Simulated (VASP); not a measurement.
# Al3HgF4 (Im-3m) in VASP: further runs

Al3HgF4 is run at these levels: PBE; tasks: single point, relaxation of cell and atoms.

All numbers are computed with VASP 6.6.1; they aren't measurements. Logs are shortened: lines on timing, memory, paths and dates and some standing lists are left out, and cuts for length are marked.

## Step 1: The cell of the first run

The structure is cubic, space group Im-3m (No. 229). The conventional cell has a = 6.303 Å, b = 6.303 Å, c = 6.303 Å, α = 90.00°, β = 90.00°, γ = 90.00°. Al (site symmetry 4/mmm) has 8 F at 2.73 Å and 4 Al at 3.15 Å and 2 Hg at 3.15 Å within 3.6 Å. Within 3.6 Å of Hg (site symmetry m-3m) lie 8 F at 2.73 Å and 6 Al at 3.15 Å. F (site symmetry -3m) has 6 Al at 2.73 Å and 2 Hg at 2.73 Å and 6 F at 3.15 Å within 3.6 Å.

## Step 2: Single point, PBE

Contents of INCAR:

```
ALGO = Normal
EDIFF = 1E-6
ENCUT = 520
GGA = PE
ISIF = 2
ISMEAR = 0
LASPH = True
LCHARG = False
LREAL = False
LWAVE = False
NBANDS = 34
NELM = 100
PREC = Accurate
SIGMA = 0.1
```

Contents of KPOINTS:

```
k-points
0
Gamma
  8 8 8
```

Contents of POSCAR:

```
Al3HgF4
1.0
   -3.1515877850      3.1515877850      3.1515877850
    3.1515877850     -3.1515877850      3.1515877850
    3.1515877850      3.1515877850     -3.1515877850
Al Hg F
3 1 4
Direct
    0.0000000000      0.5000000000      0.5000000000
    0.5000000000      0.0000000000      0.5000000000
    0.5000000000      0.5000000000      0.0000000000
    0.0000000000      0.0000000000      0.0000000000
    0.5000000000      0.5000000000      0.5000000000
    0.0000000000      0.0000000000      0.5000000000
    0.0000000000      0.5000000000      0.0000000000
    0.5000000000      0.0000000000      0.0000000000
```

Potentials or basis: VASP PAW PBE potentials, release 64 (Al, Hg, F).

The run is started by

```bash
cat potpaw_PBE.64/Al/POTCAR potpaw_PBE.64/Hg/POTCAR potpaw_PBE.64/F/POTCAR > POTCAR
mpirun -np 1 vasp_std > vasp.out
```

OUTCAR:

```text
EDIFF = 1E-6
   ENCUT = 520
   GGA = PE
   ISIF = 2
   ISMEAR = 0
   LASPH = True
   LREAL = False
   NELM = 100
   PREC = Accurate

 ion  position               nearest neighbor table
   1  0.000  0.500  0.500-   2 3.15   3 3.15   4 3.15   4 3.15   3 3.15   2 3.15
   2  0.500  0.000  0.500-   1 3.15   3 3.15   4 3.15   3 3.15   4 3.15   1 3.15
   3  0.500  0.500  0.000-   1 3.15   2 3.15   4 3.15   2 3.15   1 3.15   4 3.15
   4  0.000  0.000  0.000-   5 2.73   6 2.73   7 2.73   8 2.73   6 2.73   7 2.73   8 2.73   5 2.73
                             3 3.15   1 3.15   1 3.15   2 3.15   3 3.15   2 3.15
   5  0.500  0.500  0.500-   4 2.73   4 2.73
   6  0.000  0.000  0.500-   4 2.73   4 2.73
   7  0.000  0.500  0.000-   4 2.73   4 2.73
   8  0.500  0.000  0.000-   4 2.73   4 2.73

  LATTYP: Found a body centered cubic cell.
 ALAT       =     6.3031755700

  Lattice vectors:

 A1 = (  -3.1515877850,   3.1515877850,   3.1515877850)
 A2 = (   3.1515877850,  -3.1515877850,   3.1515877850)
 A3 = (   3.1515877850,   3.1515877850,  -3.1515877850)

Analysis of symmetry for initial positions (statically):
=====================================================================
 Subroutine PRICEL returns:
 Original cell was already a primitive cell.

 Routine SETGRP: Setting up the symmetry group for a
 body centered cubic supercell.

 Subroutine GETGRP returns: Found 48 space group operations
 (whereof 48 operations were pure point group operations)
 out of a pool of 48 trial point group operations.

The static configuration has the point symmetry O_h .

Analysis of symmetry for dynamics (positions and initial velocities):
=====================================================================
 Subroutine PRICEL returns:
 Original cell was already a primitive cell.

 Routine SETGRP: Setting up the symmetry group for a
 body centered cubic supercell.

 Subroutine GETGRP returns: Found 48 space group operations
 (whereof 48 operations were pure point group operations)
 out of a pool of 48 trial point group operations.

The dynamic configuration has the point symmetry O_h .

 Subroutine INISYM returns: Found 48 space group operations
 (whereof 48 operations are pure point group operations),
 and found     1 'primitive' translations

----------------------------------------------------------------------------------------

                                     Primitive cell

  volume of cell :     125.2127

  direct lattice vectors                    reciprocal lattice vectors
    -3.151587785  3.151587785  3.151587785     0.000000000  0.158650190  0.158650190
     3.151587785 -3.151587785  3.151587785     0.158650190  0.000000000  0.158650190
     3.151587785  3.151587785 -3.151587785     0.158650190  0.158650190  0.000000000

  length of vectors
     5.458710168  5.458710168  5.458710168     0.224365250  0.224365250  0.224365250

  position of ions in fractional coordinates (direct lattice)
     0.000000000  0.500000000  0.500000000
     0.500000000  0.000000000  0.500000000
     0.500000000  0.500000000  0.000000000
     0.000000000  0.000000000  0.000000000
     0.500000000  0.500000000  0.500000000
     0.000000000  0.000000000  0.500000000
     0.000000000  0.500000000  0.000000000
     0.500000000  0.000000000  0.000000000

  ion indices of the primitive-cell ions
   primitive index   ion index
                 1           1
                 2           2
                 3           3
                 4           4
                 5           5
                 6           6
                 7           7
                 8           8

----------------------------------------------------------------------------------------

 KPOINTS: k-points

Automatic generation of k-mesh.
 Grid dimensions read from file:
 generate k-points for:    8    8    8

 Generating k-lattice:

  Cartesian coordinates                     Fractional coordinates (reciprocal lattice)
     0.000000000  0.019831274  0.019831274     0.125000000  0.000000000  0.000000000
     0.019831274  0.000000000  0.019831274     0.000000000  0.125000000  0.000000000
     0.019831274  0.019831274  0.000000000     0.000000000  0.000000000  0.125000000

  Length of vectors
     0.028045656  0.028045656  0.028045656

  Shift w.r.t. Gamma in fractional coordinates (k-lattice)
     0.000000000  0.000000000  0.000000000

 Subroutine IBZKPT returns following result:
 ===========================================

 Found     29 irreducible k-points:

 Following reciprocal coordinates:
            Coordinates               Weight
  0.000000  0.000000  0.000000      1.000000
  0.125000  0.000000  0.000000     12.000000
  0.250000  0.000000  0.000000     12.000000
  0.375000  0.000000  0.000000     12.000000
  0.500000  0.000000  0.000000      6.000000
  0.125000  0.125000  0.000000     24.000000
[... 16 lines left out ...]
 -0.250000  0.250000  0.250000      6.000000
 -0.375000  0.375000  0.250000     24.000000
 [... further k-points ...]
   k-points           NKPTS =     29   k-points in BZ     NKDIM =     29   number of bands    NBANDS=     34
   number of dos      NEDOS =    301   number of ions     NIONS =      8
   total plane-waves  NPLWV =  74088
   dimension x,y,z NGX =    42 NGY =   42 NGZ =   42
   dimension x,y,z NGXF=    84 NGYF=   84 NGZF=   84
   ions per type =               3   1   4
   NGX,Y,Z   is equivalent  to a cutoff of  12.79, 12.79, 12.79 a.u.
   NGXF,Y,Z  is equivalent  to a cutoff of  25.58, 25.58, 25.58 a.u.
 SYSTEM =  unknown system
   PREC   = accura    normal or accurate (medium, high low for compatibility)
   ISTART =      0    job   : 0-new  1-cont  2-samecut
   ICHARG =      2    charge: 1-file 2-atom 10-const
   ISPIN  =      1    spin polarized calculation?
   LNONCOLLINEAR =      F non collinear calculations
   LSORBIT =      F    spin-orbit coupling
   LASPH  =      T    aspherical Exc in radial PAW
   ENCUT  =  520.0 eV  38.22 Ry    6.18 a.u.  10.15 10.15 10.15*2*pi/ulx,y,z
   NELM   =    100;   NELMIN=  2; NELMDL= -5     # of ELM steps
   EDIFF  = 0.1E-05   stopping-criterion for ELM
   LREAL  =      F    real-space projection
   EDIFFG = 0.1E-04   stopping-criterion for IOM
   NSW    =      0    number of steps for IOM
   IBRION =     -1    ionic relax: 0-MD 1-quasi-New 2-CG
   NFREE  =      0    steps in history (QN), initial steepest desc. (CG)
   ISIF   =      2    stress and relaxation
   ISYM   =      2    0-nonsym 1-usesym 2-fastsym
   POTIM  = 0.5000    time-step for ionic-motion
   TEBEG  =    0.0;   TEEND  =   0.0 temperature during run
   PSTRESS=    0.0 pullay stress
   NELECT =      49.0000    total number of electrons
   NUPDOWN=      -1.0000    fix difference up-down
   EMIN   =  10.00;   EMAX   =-10.00  energy-range for DOS
   EFERMI =   0.00;   METHOD = LEGACY
   ISMEAR =     0;   SIGMA  =   0.10  broadening in eV -4-tet -1-fermi 0-gaus
   EFERMI_NEDOS =   21; number of points for ismear=-14 and -15
   IALGO  =     38    algorithm
   IMIX   =      4    mixing-type and parameters
     AMIX     =   0.40;   BMIX     =  1.00
     AMIX_MAG =   1.60;   BMIX_MAG =  1.00
  volume/ion in A,a.u.               =      15.65       105.62
  Fermi-wavevector in a.u.,A,eV,Ry     =   1.197450  2.262853 19.509216  1.433887
  Thomas-Fermi vector in A             =   2.333365
   LORBIT       =      0    0 simple, 1 ext, 2 COOP (PROOUT), +10 PAW based schemes
   GGA     = PE    functional components
   LHFCALC =     F    Hartree Fock is set to
   AEXX    =    0.0000 exact exchange contribution
   IVDW    =     0    specifies the selected vdW correction
   LEPSILON=     F    determine dielectric tensor
   LRPA    =     F    only Hartree local field effects (RPA)
 non-spin polarized calculation
 Gauss-broadening in eV      SIGMA  =   0.10
  energy-cutoff  :      520.00
  volume of cell :      125.21
 maximum number of plane-waves:      3408
 NGX is ok and might be reduce to    42
   NGX = 21   NGY = 21   NGZ = 21

 number of electron      49.0000003 magnetization

 Free energy of the ion-electron system (eV)
  ---------------------------------------------------
  ext. energy  EPLUGINS =         0.00000000
  ---------------------------------------------------
  free energy    TOTEN  =       -26.52819322 eV

  energy without entropy =      -26.51084782  energy(sigma->0) =      -26.51952052

 E-fermi :   3.1383     XC(G=0):  -9.8145

 val. band max:        3.1107769427   @ k =   0.5000   0.5000   0.5000
 cond. band min:       3.1532605239   @ k =   0.3750   0.1250   0.0000
 fundamental gap:      0.0424835812
 Fermi energy:         3.1382911342

 k-point     1 :       0.0000    0.0000    0.0000
  band No.  band energies     occupation
      1     -19.3989      2.00000
      2     -19.1349      2.00000
      3     -19.1349      2.00000
      4     -19.1349      2.00000
      5      -2.7738      2.00000
      6      -2.7738      2.00000
[... 26 lines left out ...]
     33      11.1899      0.00000
     34      11.1899      0.00000

 k-point     2 :       0.1250    0.0000    0.0000
  band No.  band energies     occupation
      1     -19.3874      2.00000
      2     -19.1435      2.00000
      3     -19.1359      2.00000
      4     -19.1350      2.00000
      5      -2.8690      2.00000
      6      -2.8039      2.00000
[... 26 lines left out ...]
     33      10.9538      0.00000
     34      11.4312      0.00000

 k-point     3 :       0.2500    0.0000    0.0000
  band No.  band energies     occupation
      1     -19.3555      2.00000
      2     -19.1686      2.00000
      3     -19.1374      2.00000
      4     -19.1343      2.00000
      5      -3.0660      2.00000
      6      -2.8519      2.00000
[... 26 lines left out ...]
     33       9.9616      0.00000
     34      11.8246      0.00000
[... 704 lines left out ...]
 k-point    23 :      -0.2500    0.2500    0.2500
  band No.  band energies     occupation
      1     -19.3228      2.00000
      2     -19.1906      2.00000
      3     -19.1906      2.00000
      4     -19.0826      2.00000
      5      -3.4912      2.00000
      6      -3.3337      2.00000
[... 26 lines left out ...]
     33      10.8494      0.00000
     34      11.8795      0.00000

 k-point    24 :      -0.3750    0.3750    0.2500
  band No.  band energies     occupation
      1     -19.2885      2.00000
      2     -19.2169      2.00000
      3     -19.2072      2.00000
      4     -19.0662      2.00000
      5      -3.6705      2.00000
      6      -3.5759      2.00000
[... 26 lines left out ...]
     33      10.6062      0.00000
     34      11.1791      0.00000

 [... further k-points ...]

------------------------ aborting loop because EDIFF is reached ----------------------------------------

  FORCE on cell =-STRESS in cart. coord.  units (eV):
  Direction    XX          YY          ZZ          XY          YZ          ZX
  --------------------------------------------------------------------------------------
  -------------------------------------------------------------------------------------
  Total       -0.0706806     -0.0706806     -0.0706806      0.0000000      0.0000000     -0.0000000
  in kB       -0.9044040     -0.9044040     -0.9044040      0.0000000      0.0000000     -0.0000000
  external PRESSURE =      -0.9044040 kB  Pullay stress =       0.0000000 kB

 VOLUME and BASIS-vectors are now :
 -----------------------------------------------------------------------------
  energy-cutoff  :      520.00
  volume of cell :      125.21
      direct lattice vectors                 reciprocal lattice vectors
    -3.151587785  3.151587785  3.151587785     0.000000000  0.158650190  0.158650190
     3.151587785 -3.151587785  3.151587785     0.158650190  0.000000000  0.158650190
     3.151587785  3.151587785 -3.151587785     0.158650190  0.158650190  0.000000000

 POSITION                                       TOTAL-FORCE (eV/Angst)
 -----------------------------------------------------------------------------------
      3.15159      0.00000      0.00000        -0.000000      0.000000      0.000000
      0.00000      3.15159      0.00000        -0.000000      0.000000      0.000000
      0.00000      0.00000      3.15159        -0.000000      0.000000      0.000000
      0.00000      0.00000      0.00000        -0.000000      0.000000      0.000000
      1.57579      1.57579      1.57579        -0.000000     -0.000000     -0.000000
      1.57579      1.57579     -1.57579         0.000000     -0.000000     -0.000000
      1.57579     -1.57579      1.57579         0.000000     -0.000000     -0.000000
     -1.57579      1.57579      1.57579         0.000000     -0.000000      0.000000
 -----------------------------------------------------------------------------------
    total drift:                               -0.000000     -0.000000      0.000000

  FREE ENERGIE OF THE ION-ELECTRON SYSTEM (eV)
  ---------------------------------------------------
  free  energy   TOTEN  =       -26.5281932206 eV

  energy  without entropy=      -26.5108478185  energy(sigma->0) =      -26.51952052
```

Run time: 72 s. Hardware: 1 thread of Intel Xeon 6975P-C (Granite Rapids), shared host; peak memory 0.32 GiB.

What came out:

```
Free energy            : -26.5282 eV
Pressure               : -0.1 GPa
Band gap on the k mesh : zero (an odd number of electrons rules out a gap without spin polarisation)
```

Levels at points of the mesh, in eV from the Fermi level:
| k point | band 23 | band 24 | band 25 | band 26 | band 27 | band 28 |
| --- | --- | --- | --- | --- | --- | --- |
| (0.00, 0.00, 0.00) | -0.94 | -0.94 | -0.86 | 3.24 | 3.24 | 3.24 |
| (0.50, 0.00, 0.00) | -1.25 | -0.32 | 0.11 | 2.20 | 3.04 | 3.79 |
| (0.50, 0.50, 0.50) | -0.03 | 0.25 | 0.37 | 0.37 | 0.37 | 2.71 |

Caveat: spin-orbit coupling is left out, which moves the levels of the heavy elements; an odd number of electrons without spin polarisation forces a metal; a magnetic or distorted state may lie lower.

## Step 3: Single point, PBE

Contents of INCAR:

```
SYSTEM = Al3HgF4
PREC     = Accurate       ! precision mode
ENCUT    = 520            ! plane-wave cutoff, eV
EDIFF    = 1E-6           ! SCF threshold, eV
ISMEAR   = 0              ! smearing method
SIGMA    = 0.1            ! smearing width, eV
LREAL    = .FALSE.        ! projectors in reciprocal space
LASPH    = .TRUE.         ! aspherical terms in the spheres
NELM     = 100            ! most SCF steps
ALGO     = Normal         ! electronic algorithm
ISIF     = 2              ! what is computed and relaxed
LWAVE    = .FALSE.        ! write WAVECAR
LCHARG   = .TRUE.         ! write CHGCAR
GGA      = PE             ! functional
LELF     = .TRUE.         ! ELF
LVHAR    = .TRUE.       
NBANDS   = 34             ! bands
```

Contents of KPOINTS:

```
Automatic mesh
0
G
  8 8 8
  0 0 0
```

POSCAR is that of step 2.

Potentials or basis: VASP PAW PBE potentials, release 64 (Al, Hg, F).

The run is started by

```bash
cat potpaw_PBE.64/Al/POTCAR potpaw_PBE.64/Hg/POTCAR potpaw_PBE.64/F/POTCAR > POTCAR
mpirun -np 1 vasp_std > vasp.out
```

Run time: 69 s. Hardware: 1 thread of Intel Xeon 6975P-C (Granite Rapids), shared host; peak memory 0.32 GiB.

It converged, with:

| Quantity | Value |
| --- | --- |
| Free energy | -26.5282 eV |
| Pressure | -0.1 GPa |
| Band gap on the k mesh | zero (an odd number of electrons rules out a gap without spin polarisation) |

Levels at points of the mesh, in eV from the Fermi level:
| k point | band 21 | band 22 | band 23 | band 24 | band 25 | band 26 | band 27 | band 28 | band 29 | band 30 |
| --- | --- | --- | --- | --- | --- | --- | --- | --- | --- | --- |
| (0.00, 0.00, 0.00) | -3.38 | -3.32 | -0.94 | -0.94 | -0.86 | 3.24 | 3.24 | 3.24 | 4.13 | 4.13 |
| (0.50, 0.00, 0.00) | -2.94 | -1.44 | -1.25 | -0.32 | 0.11 | 2.20 | 3.04 | 3.79 | 3.94 | 4.56 |
| (0.50, 0.50, 0.50) | -2.92 | -0.03 | -0.03 | 0.25 | 0.37 | 0.37 | 0.37 | 2.71 | 2.75 | 2.75 |

Caveat: spin-orbit coupling is left out, which moves the levels of the heavy elements; an odd number of electrons without spin polarisation forces a metal; a magnetic or distorted state may lie lower.

(Part 1 of 2 ends here.)

The gap in the log of VASP goes by the Fermi energy; the results here count the filled bands.